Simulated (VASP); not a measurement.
# Si (Fd-3m) in VASP: notebook

The runs below take Si through single point, with LDA.

Program: VASP 6.6.1. These are calculated values, not measurements. Logs are shortened: lines on timing, memory, paths and dates and some standing lists are left out, and cuts for length are marked.

### Step 1. The cell of the first run

The structure is cubic, space group Fd-3m (No. 227). The conventional cell has a = 5.269 Å, b = 5.269 Å, c = 5.269 Å, α = 90.00°, β = 90.00°, γ = 90.00°. Si (site symmetry -43m) has 4 Si at 2.28 Å within 3.0 Å.

### Step 2. Single point, LDA (volume 18.282 Å^3 an atom, c/a of the conventional cell 1.0000)

Contents of INCAR:

```
SYSTEM = Si
PREC     = Accurate       ! precision mode
ENCUT    = 520            ! plane-wave cutoff, eV
EDIFF    = 1E-6           ! SCF threshold, eV
ISMEAR   = 0              ! smearing method
SIGMA    = 0.05           ! smearing width, eV
LREAL    = .False.        ! projectors in reciprocal space
LASPH    = .True.         ! aspherical terms in the spheres
NELM     = 100            ! most SCF steps
ALGO     = Normal         ! electronic algorithm
ISIF     = 2              ! what is computed and relaxed
LWAVE    = .False.        ! write WAVECAR
LCHARG   = .True.         ! write CHGCAR
LELF     = .True.         ! ELF
LVHAR    = .True.       
NBANDS   = 11             ! bands
```

Contents of KPOINTS:

```
regular mesh
0
Gamma
  12 12 12
  0 0 0
```

Contents of POSCAR:

```
Si
1.0
    0.0000000000      2.6343566320      2.6343566320
    2.6343566320      0.0000000000      2.6343566320
    2.6343566320      2.6343566320      0.0000000000
Si
2
Direct
    0.5000000000      0.5000000000      0.5000000000
    0.7500000000      0.7500000000      0.7500000000
```

Potentials or basis: VASP PAW LDA potentials, release 64 (Si).

On the command line:

```bash
> cat potpaw_LDA.64/Si/POTCAR > POTCAR
> mpirun -np 1 vasp_std > vasp.out
```

OUTCAR:

```text
SYSTEM = Si
   PREC = Accurate
   ENCUT = 520
   EDIFF = 1E-6
   ISMEAR = 0
   LREAL = .False.
   LASPH = .True.
   NELM = 100
   ISIF = 2

 ion  position               nearest neighbor table
   1  0.500  0.500  0.500-   2 2.28   2 2.28   2 2.28   2 2.28
   2  0.750  0.750  0.750-   1 2.28   1 2.28   1 2.28   1 2.28

  LATTYP: Found a face centered cubic cell.
 ALAT       =     5.2687132640

  Lattice vectors:

 A1 = (   0.0000000000,   2.6343566320,   2.6343566320)
 A2 = (   2.6343566320,   0.0000000000,   2.6343566320)
 A3 = (   2.6343566320,   2.6343566320,   0.0000000000)

Analysis of symmetry for initial positions (statically):
=====================================================================
 Subroutine PRICEL returns:
 Original cell was already a primitive cell.

 Routine SETGRP: Setting up the symmetry group for a
 face centered cubic supercell.

 Subroutine GETGRP returns: Found 48 space group operations
 (whereof 24 operations were pure point group operations)
 out of a pool of 48 trial point group operations.

The static configuration has the point symmetry T_d .
 The point group associated with its full space group is O_h .

Analysis of symmetry for dynamics (positions and initial velocities):
=====================================================================
 Subroutine PRICEL returns:
 Original cell was already a primitive cell.

 Routine SETGRP: Setting up the symmetry group for a
 face centered cubic supercell.

 Subroutine GETGRP returns: Found 48 space group operations
 (whereof 24 operations were pure point group operations)
 out of a pool of 48 trial point group operations.

The dynamic configuration has the point symmetry T_d .
 The point group associated with its full space group is O_h .

 Subroutine INISYM returns: Found 48 space group operations
 (whereof 24 operations are pure point group operations),
 and found     1 'primitive' translations

----------------------------------------------------------------------------------------

                                     Primitive cell

  volume of cell :      36.5640

  direct lattice vectors                    reciprocal lattice vectors
     0.000000000  2.634356632  2.634356632    -0.189799663  0.189799663  0.189799663
     2.634356632  0.000000000  2.634356632     0.189799663 -0.189799663  0.189799663
     2.634356632  2.634356632  0.000000000     0.189799663  0.189799663 -0.189799663

  length of vectors
     3.725542877  3.725542877  3.725542877     0.328742659  0.328742659  0.328742659

  position of ions in fractional coordinates (direct lattice)
     0.500000000  0.500000000  0.500000000
     0.750000000  0.750000000  0.750000000

  ion indices of the primitive-cell ions
   primitive index   ion index
                 1           1
                 2           2

----------------------------------------------------------------------------------------

 KPOINTS: regular mesh

Automatic generation of k-mesh.
 Grid dimensions read from file:
 generate k-points for:   12   12   12

 Generating k-lattice:

  Cartesian coordinates                     Fractional coordinates (reciprocal lattice)
    -0.015816639  0.015816639  0.015816639     0.083333333  0.000000000  0.000000000
     0.015816639 -0.015816639  0.015816639     0.000000000  0.083333333  0.000000000
     0.015816639  0.015816639 -0.015816639     0.000000000  0.000000000  0.083333333

  Length of vectors
     0.027395222  0.027395222  0.027395222

  Shift w.r.t. Gamma in fractional coordinates (k-lattice)
     0.000000000  0.000000000  0.000000000

 Subroutine IBZKPT returns following result:
 ===========================================

 Found     72 irreducible k-points:

 Following reciprocal coordinates:
            Coordinates               Weight
  0.000000  0.000000  0.000000      1.000000
  0.083333  0.000000  0.000000      8.000000
  0.166667  0.000000  0.000000      8.000000
  0.250000  0.000000  0.000000      8.000000
  0.333333  0.000000  0.000000      8.000000
  0.416667  0.000000  0.000000      8.000000
[... 16 lines left out ...]
  0.500000  0.166667  0.000000     24.000000
 -0.416667  0.166667  0.000000     24.000000
 [... further k-points ...]
   k-points           NKPTS =     72   k-points in BZ     NKDIM =     72   number of bands    NBANDS=     11
   number of dos      NEDOS =    301   number of ions     NIONS =      2
   total plane-waves  NPLWV =  21952
   dimension x,y,z NGX =    28 NGY =   28 NGZ =   28
   dimension x,y,z NGXF=    56 NGYF=   56 NGZF=   56
   ions per type =               2
   NGX,Y,Z   is equivalent  to a cutoff of  12.49, 12.49, 12.49 a.u.
   NGXF,Y,Z  is equivalent  to a cutoff of  24.99, 24.99, 24.99 a.u.
 SYSTEM =  Si
   PREC   = accura    normal or accurate (medium, high low for compatibility)
   ISTART =      0    job   : 0-new  1-cont  2-samecut
   ICHARG =      2    charge: 1-file 2-atom 10-const
   ISPIN  =      1    spin polarized calculation?
   LNONCOLLINEAR =      F non collinear calculations
   LSORBIT =      F    spin-orbit coupling
   LASPH  =      T    aspherical Exc in radial PAW
   ENCUT  =  520.0 eV  38.22 Ry    6.18 a.u.   6.93  6.93  6.93*2*pi/ulx,y,z
   NELM   =    100;   NELMIN=  2; NELMDL= -5     # of ELM steps
   EDIFF  = 0.1E-05   stopping-criterion for ELM
   LREAL  =      F    real-space projection
   EDIFFG = 0.1E-04   stopping-criterion for IOM
   NSW    =      0    number of steps for IOM
   IBRION =     -1    ionic relax: 0-MD 1-quasi-New 2-CG
   NFREE  =      0    steps in history (QN), initial steepest desc. (CG)
   ISIF   =      2    stress and relaxation
   ISYM   =      2    0-nonsym 1-usesym 2-fastsym
   POTIM  = 0.5000    time-step for ionic-motion
   TEBEG  =    0.0;   TEEND  =   0.0 temperature during run
   PSTRESS=    0.0 pullay stress
   NELECT =       8.0000    total number of electrons
   NUPDOWN=      -1.0000    fix difference up-down
   EMIN   =  10.00;   EMAX   =-10.00  energy-range for DOS
   EFERMI =   0.00;   METHOD = LEGACY
   ISMEAR =     0;   SIGMA  =   0.05  broadening in eV -4-tet -1-fermi 0-gaus
   EFERMI_NEDOS =   21; number of points for ismear=-14 and -15
   IALGO  =     38    algorithm
   IMIX   =      4    mixing-type and parameters
     AMIX     =   0.40;   BMIX     =  1.00
     AMIX_MAG =   1.60;   BMIX_MAG =  1.00
  volume/ion in A,a.u.               =      18.28       123.37
  Fermi-wavevector in a.u.,A,eV,Ry     =   0.986477  1.864171 13.240329  0.973137
  Thomas-Fermi vector in A             =   2.117861
   LORBIT       =      0    0 simple, 1 ext, 2 COOP (PROOUT), +10 PAW based schemes
   GGA     = CA    functional components
   LHFCALC =     F    Hartree Fock is set to
   AEXX    =    0.0000 exact exchange contribution
   IVDW    =     0    specifies the selected vdW correction
   LEPSILON=     F    determine dielectric tensor
   LRPA    =     F    only Hartree local field effects (RPA)
 non-spin polarized calculation
 Gauss-broadening in eV      SIGMA  =   0.05
  energy-cutoff  :      520.00
  volume of cell :       36.56
 maximum number of plane-waves:      1004
   NGX = 13   NGY = 13   NGZ = 13

 number of electron       7.9999999 magnetization

 Free energy of the ion-electron system (eV)
  ---------------------------------------------------
  ext. energy  EPLUGINS =         0.00000000
  ---------------------------------------------------
  free energy    TOTEN  =       -11.84793952 eV

  energy without entropy =      -11.84793951  energy(sigma->0) =      -11.84793952

 E-fermi :   6.8842     XC(G=0):  -9.9514

 val. band max:        6.7353786509   @ k =   0.0000   0.0000   0.0000
 cond. band min:       7.0384388459   @ k =   0.4167   0.4167   0.0000
 fundamental gap:      0.3030601949
 Fermi energy:         6.8841865254

 k-point     1 :       0.0000    0.0000    0.0000
  band No.  band energies     occupation
      1      -5.8664      2.00000
      2       6.7354      1.99997
      3       6.7354      1.99997
      4       6.7354      1.99997
      5       9.2938      0.00000
      6       9.2938      0.00000
      7       9.2938      0.00000
      8      11.0161      0.00000
      9      14.5048      0.00000
     10      14.5048      0.00000
     11      14.8127      0.00000

 k-point     2 :       0.0833    0.0000    0.0000
  band No.  band energies     occupation
      1      -5.7681      2.00000
      2       5.8558      2.00000
      3       6.5768      2.00000
      4       6.5768      2.00000
      5       9.4341      0.00000
      6       9.5263      0.00000
      7       9.5263      0.00000
      8      11.5742      0.00000
      9      14.2020      0.00000
     10      14.2020      0.00000
     11      15.2324      0.00000

 k-point     3 :       0.1667    0.0000    0.0000
  band No.  band energies     occupation
      1      -5.4759      2.00000
      2       4.2565      2.00000
      3       6.2453      2.00000
      4       6.2453      2.00000
      5       9.2726      0.00000
      6       9.9914      0.00000
      7       9.9914      0.00000
      8      12.8935      0.00000
      9      13.7960      0.00000
     10      13.7960      0.00000
     11      15.9961      0.00000

 k-point     4 :       0.2500    0.0000    0.0000
  band No.  band energies     occupation
      1      -5.0000      2.00000
      2       2.6108      2.00000
      3       5.9174      2.00000
      4       5.9174      2.00000
      5       8.9740      0.00000
      6      10.2662      0.00000
      7      10.2662      0.00000
      8      13.9349      0.00000
      9      13.9349      0.00000
     10      14.2472      0.00000
     11      15.8696      0.00000
[... 239 lines left out ...]
 k-point    22 :       0.4167    0.1667    0.0000
  band No.  band energies     occupation
      1      -3.7917      2.00000
      2       0.7891      2.00000
      3       4.1328      2.00000
      4       4.7471      2.00000
      5       8.6354      0.00000
      6      11.1687      0.00000
      7      11.6961      0.00000
      8      11.8797      0.00000
      9      16.7727      0.00000
     10      17.1682      0.00000
     11      18.3221      0.00000

 k-point    23 :       0.5000    0.1667    0.0000
  band No.  band energies     occupation
      1      -3.1341      2.00000
      2      -0.2492      2.00000
      3       3.7583      2.00000
      4       4.8120      2.00000
      5       8.6780      0.00000
      6      11.0159      0.00000
      7      11.3777      0.00000
      8      13.3343      0.00000
      9      16.3242      0.00000
     10      17.4624      0.00000
     11      19.0023      0.00000

 k-point    24 :      -0.4167    0.1667    0.0000
  band No.  band energies     occupation
      1      -2.9997      2.00000
      2      -0.4333      2.00000
      3       3.5179      2.00000
      4       5.0172      2.00000
      5       8.8623      0.00000
      6      10.9445      0.00000
      7      11.1315      0.00000
      8      14.9722      0.00000
      9      15.5689      0.00000
     10      15.6935      0.00000
     11      18.2359      0.00000

 [... further k-points ...]
[... 5 lines left out ...]
  --------------------------------------------------------------------------------------
  -------------------------------------------------------------------------------------
  Total        1.9497209      1.9497209      1.9497209     -0.0000000     -0.0000000      0.0000000
  in kB       85.4337206     85.4337206     85.4337206     -0.0000000     -0.0000000      0.0000000
  external PRESSURE =      85.4337206 kB  Pullay stress =       0.0000000 kB

 VOLUME and BASIS-vectors are now :
 -----------------------------------------------------------------------------
  energy-cutoff  :      520.00
  volume of cell :       36.56
      direct lattice vectors                 reciprocal lattice vectors
     0.000000000  2.634356632  2.634356632    -0.189799663  0.189799663  0.189799663
     2.634356632  0.000000000  2.634356632     0.189799663 -0.189799663  0.189799663
     2.634356632  2.634356632  0.000000000     0.189799663  0.189799663 -0.189799663

 POSITION                                       TOTAL-FORCE (eV/Angst)
 -----------------------------------------------------------------------------------
      2.63436      2.63436      2.63436        -0.000000      0.000000      0.000000
      3.95153      3.95153      3.95153         0.000000     -0.000000     -0.000000
 -----------------------------------------------------------------------------------
    total drift:                                0.000000      0.000000     -0.000000

  FREE ENERGIE OF THE ION-ELECTRON SYSTEM (eV)
  ---------------------------------------------------
  free  energy   TOTEN  =       -11.8479395248 eV

  energy  without entropy=      -11.8479395107  energy(sigma->0) =      -11.84793952
```

Wall time 12 s (1 thread of Intel Xeon Platinum 8559C (Emerald Rapids), shared host); peak memory 0.14 GiB.

What came out:

```yaml
Free_energy: -11.8479 eV
Pressure: 8.5 GPa
Band_gap_on_the_k_mesh: 0.30 eV, indirect (least direct gap 2.56 eV)
```

Levels at points of the mesh, in eV from the valence-band top:
| k point | band 1 | band 2 | band 3 | band 4 | band 5 | band 6 | band 7 | band 8 |
| --- | --- | --- | --- | --- | --- | --- | --- | --- |
| (0.00, 0.00, 0.00) | -12.60 | 0.00 | 0.00 | 0.00 | 2.56 | 2.56 | 2.56 | 4.28 |
| (0.50, 0.00, 0.00) | -10.02 | -7.44 | -1.27 | -1.27 | 1.76 | 3.24 | 3.24 | 7.64 |
| (0.50, 0.50, 0.00) | -8.12 | -8.12 | -3.10 | -3.10 | 0.42 | 0.42 | 10.77 | 10.77 |

 A k mesh can miss the band edges.

### Step 3. Single point, LDA (volume 18.755 Å^3 an atom, c/a of the conventional cell 1.0000)

Contents of INCAR:

```
SYSTEM = Si
PREC = Accurate
ENCUT = 520
EDIFF = 1E-7
ISMEAR = 0
SIGMA = 0.05
LREAL = .False.
LASPH = .True.
NELM = 100
ALGO = Normal
ISIF = 2
LWAVE = .False.
LCHARG = .True.
GGA = CA
LELF = .True.
LVHAR = .True.
NBANDS = 11
```

Contents of KPOINTS:

```
Automatic mesh
0
Gamma
  12 12 12
  0 0 0
```

Contents of POSCAR:

```
Si
1.0
    0.0000000000      2.6568825483      2.6568825483
    2.6568825483      0.0000000000      2.6568825483
    2.6568825483      2.6568825483      0.0000000000
Si
2
Direct
    0.5000000000      0.5000000000      0.5000000000
    0.7500000000      0.7500000000      0.7500000000
```

Potentials or basis: VASP PAW LDA potentials, release 64 (Si).

On the command line:

```bash
> cat potpaw_LDA.64/Si/POTCAR > POTCAR
> mpirun -np 1 vasp_std > vasp.out
```

It took 15 s on 1 thread of Intel Xeon Platinum 8559C (Emerald Rapids), shared host; peak memory 0.14 GiB.

Results (log left out):

* Free energy: -11.8889 eV
* Pressure: 5.4 GPa
* Band gap on the k mesh: 0.35 eV, indirect (least direct gap 2.55 eV)

Levels at points of the mesh, in eV from the valence-band top:
```
           k point  band 1  band 2  band 3  band 4  band 5  band 6  band 7  band 8  band 9
(0.00, 0.00, 0.00)  -12.42    0.00    0.00    0.00    2.55    2.55    2.55    3.97    7.76
(0.50, 0.00, 0.00)   -9.91   -7.31   -1.25   -1.25    1.67    3.26    3.26    7.61   10.69
(0.50, 0.50, 0.00)   -8.03   -8.03   -3.03   -3.03    0.47    0.47   10.54   10.54   11.13
```

 A k mesh can miss the band edges.

### Step 4. Single point, LDA (volume 19.228 Å^3 an atom, c/a of the conventional cell 1.0000)

Contents of INCAR:

```
PREC = Accurate ; ENCUT = 520
EDIFF = 1E-6 ; ISMEAR = 0
SIGMA = 0.05 ; LREAL = F
LASPH = T ; NELM = 60
ALGO = Normal ; ISIF = 2
LWAVE = F ; LCHARG = F
NBANDS = 11
```

Contents of KPOINTS:

```
Automatic mesh
0
Gamma
  12 12 12
```

Contents of POSCAR:

```
Si
1.0
    0.0000000000      2.6790328433      2.6790328433
    2.6790328433      0.0000000000      2.6790328433
    2.6790328433      2.6790328433      0.0000000000
Si
2
Direct
    0.5000000000      0.5000000000      0.5000000000
    0.7500000000      0.7500000000      0.7500000000
```

On the command line:

```bash
> cat potpaw_LDA.64/Si/POTCAR > POTCAR
> mpirun -np 1 vasp_std > vasp.out
```

It took 13 s on 1 thread of Intel Xeon Platinum 8559C (Emerald Rapids), shared host; peak memory 0.14 GiB.

The run converged. Its results:

```
Free energy            : -11.9121 eV
Pressure               : 2.5 GPa
Band gap on the k mesh : 0.40 eV, indirect (least direct gap 2.54 eV)
```

Levels at points of the mesh, in eV from the valence-band top:
| k point | band 1 | band 2 | band 3 | band 4 | band 5 | band 6 | band 7 | band 8 |
| --- | --- | --- | --- | --- | --- | --- | --- | --- |
| (0.00, 0.00, 0.00) | -12.24 | 0.00 | 0.00 | 0.00 | 2.54 | 2.54 | 2.54 | 3.68 |
| (0.50, 0.00, 0.00) | -9.80 | -7.18 | -1.23 | -1.23 | 1.58 | 3.27 | 3.27 | 7.57 |
| (0.50, 0.50, 0.00) | -7.95 | -7.95 | -2.96 | -2.96 | 0.53 | 0.53 | 10.33 | 10.33 |

(Continued in part 2 of 2.)
